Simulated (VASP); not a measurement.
# CdS: single point with PBE

CdS:

```xyz
2
Lattice="0.0000 2.8570 2.8570 2.8570 0.0000 2.8570 2.8570 2.8570 0.0000" Properties=species:S:1:pos:R:3 pbc="T T T"
Cd    0.0000    0.0000    0.0000
S     4.2854    4.2854    4.2854
```

```yaml
Program: VASP 6.6.1
Task: single point
Functional: PBE
Potentials_or_basis: VASP PAW PBE potentials, release 64 (Cd_sv_GW, S)
Cutoff: 630 eV
k_mesh: 8 × 8 × 8
Occupations: fermi-dirac, width 0.05 eV
Spin: non-collinear spin, zero start, spin-orbit coupling
Starting_moments: "[[0.0, 0.0, 0.0], [0.0, 0.0, 0.0]] μB"
Dipole_correction: no
Further_INCAR_settings: ALGO = Normal; EDIFF = 1e-06; NBANDS = 38
```

| Item | Value |
| --- | --- |
| Pressure | 7.4 GPa |
| Net moment | 0.00 μB per cell |
| Valence electrons inside the program's atomic spheres | Cd 17.70; S 3.75 |

Moments on the atoms (μB; x, y, z):
```
Cd  0.00 0.00 0.00
S   0.00 0.00 0.00
```

Run time: 6.7 min on 1 thread of Intel(R) Xeon(R) Platinum 8488C (Sapphire Rapids) (shared host), peak memory 0.47 GiB.

Caveat: the cell stands under pressure.
